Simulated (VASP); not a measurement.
# HC8 (a cell with a defect) in VASP: single point with PBE+D3(BJ)

Aim: the single point of HC8 (a cell with a defect) with PBE+D3(BJ).

Everything below comes from runs of VASP 6.6.1. Logs are shortened: lines on timing, memory, paths and dates and some standing lists are left out, and cuts for length are marked.

**1. The cell of the first run**

The cell holds a defect, 9 atoms: a = 4.402 Å, b = 4.402 Å, c = 4.402 Å, α = 68.10°, β = 68.10°, γ = 68.10°.

**2. Single point, PBE+D3(BJ)**

Contents of INCAR:

```
SYSTEM = HC8
ALGO = Normal
EDIFF = 1E-6
ENCUT = 520
GGA = PE
ISIF = 2
ISMEAR = 0
IVDW = 12
LASPH = .TRUE.
LCHARG = .FALSE.
LREAL = .FALSE.
LWAVE = .FALSE.
NBANDS = 26
NELM = 100
PREC = Accurate
SIGMA = 0.05
```

Contents of KPOINTS:

```
k-points
0
G
  6 6 6
  0 0 0
```

Contents of POSCAR:

```
HC8
1.0
   -2.4649574482      1.4231438463     -3.3582191041
    2.4649574482      1.4231438463     -3.3582191041
    0.0000000000     -2.8462876925     -3.3582191041
C H
8 1
Direct
    0.3333933113      0.8333933113      0.3333933113
    0.8333933113      0.3333933113      0.3333933113
    0.3333933113      0.3333933113      0.8333933113
    0.8333933113      0.8333933113      0.8333933113
    0.6666066887      0.1666066887      0.6666066887
    0.1666066887      0.6666066887      0.6666066887
    0.6666066887      0.6666066887      0.1666066887
    0.1666066887      0.1666066887      0.1666066887
    0.9999400220     -0.5000599780      0.9999400220
```

Potentials or basis: VASP PAW PBE potentials, release 64 (C, H).

Started as:

```
$ cat potpaw_PBE.64/C/POTCAR potpaw_PBE.64/H/POTCAR > POTCAR
$ mpirun -np 1 vasp_std > vasp.out
```

OUTCAR:

```text
SYSTEM = HC8
   EDIFF = 1E-6
   ENCUT = 520
   GGA = PE
   ISIF = 2
   ISMEAR = 0
   IVDW = 12
   LASPH = .TRUE.
   LREAL = .FALSE.
   NELM = 100
   PREC = Accurate
 IVDW          = 12

 ion  position               nearest neighbor table
   1  0.333  0.833  0.333-   7 1.42   8 1.42   6 1.42
   2  0.833  0.333  0.333-   7 1.42   8 1.42   5 1.42   9 1.42
   3  0.333  0.333  0.833-   5 1.42   6 1.42   9 1.42   8 1.42
   4  0.833  0.833  0.833-   5 1.42   6 1.42   9 1.42   7 1.42
   5  0.667  0.167  0.667-   3 1.42   4 1.42   2 1.42
   6  0.167  0.667  0.667-   9 1.42   4 1.42   3 1.42   1 1.42
   7  0.667  0.667  0.167-   9 1.42   2 1.42   1 1.42   4 1.42
   8  0.167  0.167  0.167-   9 1.42   2 1.42   1 1.42   3 1.42
   9  1.000  0.500  1.000-   7 1.42   8 1.42   6 1.42   4 1.42   3 1.42   2 1.42

  LATTYP: Found a trigonal (rhomboedric) cell.
 ALAT       =     4.4021573325
 COS(alpha) =     0.3729275387

  Lattice vectors:

 A1 = (  -2.4649574482,   1.4231438463,  -3.3582191041)
 A2 = (   2.4649574482,   1.4231438463,  -3.3582191041)
 A3 = (   0.0000000000,  -2.8462876925,  -3.3582191041)

Analysis of symmetry for initial positions (statically):
=====================================================================
 Subroutine PRICEL returns:
 Original cell was already a primitive cell.

 Routine SETGRP: Setting up the symmetry group for a
 trigonal (rhombohedral) supercell.

 Subroutine GETGRP returns: Found  6 space group operations
 (whereof  2 operations were pure point group operations)
 out of a pool of 12 trial point group operations.

The static configuration has the point symmetry C_1h.
 The point group associated with its full space group is C_3v.

Analysis of symmetry for dynamics (positions and initial velocities):
=====================================================================
 Subroutine PRICEL returns:
 Original cell was already a primitive cell.

 Routine SETGRP: Setting up the symmetry group for a
 trigonal (rhombohedral) supercell.

 Subroutine GETGRP returns: Found  6 space group operations
 (whereof  2 operations were pure point group operations)
 out of a pool of 12 trial point group operations.

The dynamic configuration has the point symmetry C_1h.
 The point group associated with its full space group is C_3v.

 Subroutine INISYM returns: Found  6 space group operations
 (whereof  2 operations are pure point group operations),
 and found     1 'primitive' translations

[... 118 lines left out ...]
   PSTRESS=    0.0 pullay stress
   NELECT =      33.0000    total number of electrons
   NUPDOWN=      -1.0000    fix difference up-down
   EMIN   =  10.00;   EMAX   =-10.00  energy-range for DOS
   EFERMI =   0.00;   METHOD = LEGACY
   ISMEAR =     0;   SIGMA  =   0.05  broadening in eV -4-tet -1-fermi 0-gaus
   EFERMI_NEDOS =   21; number of points for ismear=-14 and -15
   IALGO  =     38    algorithm
   IMIX   =      4    mixing-type and parameters
     AMIX     =   0.40;   BMIX     =  1.00
     AMIX_MAG =   1.60;   BMIX_MAG =  1.00
  volume/ion in A,a.u.               =       7.85        53.00
  Fermi-wavevector in a.u.,A,eV,Ry     =   1.270009  2.399968 21.945132  1.612922
  Thomas-Fermi vector in A             =   2.403019
   LORBIT       =      0    0 simple, 1 ext, 2 COOP (PROOUT), +10 PAW based schemes
   GGA     = PE    functional components
   LHFCALC =     F    Hartree Fock is set to
   AEXX    =    0.0000 exact exchange contribution
   IVDW    =    12    specifies the selected vdW correction
   LEPSILON=     F    determine dielectric tensor
   LRPA    =     F    only Hartree local field effects (RPA)
 non-spin polarized calculation
 Gauss-broadening in eV      SIGMA  =   0.05
  energy-cutoff  :      520.00
  volume of cell :       70.68
 maximum number of plane-waves:      1920
 NGX is ok and might be reduce to    36
   NGX = 17   NGY = 17   NGZ = 17

 number of electron      32.9999996 magnetization

 Free energy of the ion-electron system (eV)
  ---------------------------------------------------
  ext. energy  EPLUGINS =         0.00000000
  ---------------------------------------------------
  free energy    TOTEN  =       -71.18188276 eV

  energy without entropy =      -71.17877624  energy(sigma->0) =      -71.18032950

 E-fermi :   6.3446     XC(G=0): -10.4826

 val. band max:        6.2241144508   @ k =  -0.3333   0.3333   0.1667
 cond. band min:       6.3552148897   @ k =  -0.3333   0.5000   0.3333
 fundamental gap:      0.1311004388
 Fermi energy:         6.3446462841

 k-point     1 :       0.0000    0.0000    0.0000
  band No.  band energies     occupation
      1     -16.2183      2.00000
      2     -10.8742      2.00000
      3     -10.0690      2.00000
      4     -10.0690      2.00000
      5      -9.2257      2.00000
      6      -8.4247      2.00000
[... 685 lines left out ...]
     25      14.3244      0.00000
     26      15.4135      0.00000

 [... further k-points ...]

------------------------ aborting loop because EDIFF is reached ----------------------------------------

 Edisp (eV)   -1.15154

 E8    (eV) :    -0.3194

  FORCE on cell =-STRESS in cart. coord.  units (eV):
  Direction    XX          YY          ZZ          XY          YZ          ZX
  --------------------------------------------------------------------------------------
  -------------------------------------------------------------------------------------
  Total       6.98342     6.98342    -0.22846    -0.00000     0.00000     0.00000
  in kB     158.29239   158.29239    -5.17847    -0.00000     0.00000     0.00000
  external pressure =      103.80 kB  Pullay stress =        0.00 kB

 VOLUME and BASIS-vectors are now :
 -----------------------------------------------------------------------------
  energy-cutoff  :      520.00
  volume of cell :       70.68
      direct lattice vectors                 reciprocal lattice vectors
    -2.464957448  1.423143846 -3.358219104    -0.202843258  0.117111610 -0.099258959
     2.464957448  1.423143846 -3.358219104     0.202843258  0.117111610 -0.099258959
     0.000000000 -2.846287692 -3.358219104     0.000000000 -0.234223219 -0.099258959

 POSITION                                       TOTAL-FORCE (eV/Angst)
 -----------------------------------------------------------------------------------
      1.23248      0.71157     -5.03793        -0.000000     -0.000000      0.154577
     -1.23248      0.71157     -5.03793        -0.000000     -1.544187      0.078069
      0.00000     -1.42314     -5.03793        -1.337306      0.772094      0.078069
      0.00000      0.00000     -8.39615         1.337306      0.772094      0.078069
     -1.23248     -0.71157     -5.03672        -0.000000      0.000000     -0.152352
      1.23248     -0.71157     -5.03672        -0.000000      1.544299     -0.081080
      0.00000      1.42314     -5.03672         1.337402     -0.772150     -0.081080
      0.00000      0.00000     -1.67851        -1.337402     -0.772150     -0.081080
     -1.23248     -0.71157     -8.39494        -0.000000     -0.000000      0.006809
 -----------------------------------------------------------------------------------
    total drift:                                0.000000     -0.000000     -0.000001

  FREE ENERGIE OF THE ION-ELECTRON SYSTEM (eV)
  ---------------------------------------------------
  free  energy   TOTEN  =       -72.3334262413 eV

  energy  without entropy=      -72.3303197153  energy(sigma->0) =      -72.33187298
```

stdout:

```text
POSCAR found type information on POSCAR C H
 POSCAR found :  2 types and       9 ions
 scaLAPACK will be used
 LDA part: xc-table for (Slater+PW92), standard interpolation
 POSCAR, INCAR and KPOINTS ok, starting setup
 FFT: planning ... GRIDC
 FFT: planning ... GRID_SOFT
 FFT: planning ... GRID
 WAVECAR not read
 entering main loop
```

Run time: 55 s. Hardware: 1 thread of AMD EPYC 7R43 (Zen 3), shared host; peak memory 0.18 GiB.

What came out:

| Property | Result |
| --- | --- |
| Free energy | -72.3334 eV |
| Pressure | 10.4 GPa |
| Largest force | 1.546 eV/Å |
| Band gap on the k mesh | zero (an odd number of electrons rules out a gap without spin polarisation) |
| Dispersion energy per atom | -0.128 eV |

Forces in eV/Å, atoms in the order of the input:
```
C    0.000  0.000  0.155
C    0.000 -1.544  0.078
C   -1.337  0.772  0.078
C    1.337  0.772  0.078
C    0.000  0.000 -0.152
C    0.000  1.544 -0.081
C    1.337 -0.772 -0.081
C   -1.337 -0.772 -0.081
H    0.000  0.000  0.007
```

Stress tensor (GPa, compression positive):
```
15.83  0.00  0.00
 0.00 15.83  0.00
 0.00  0.00 -0.52
```
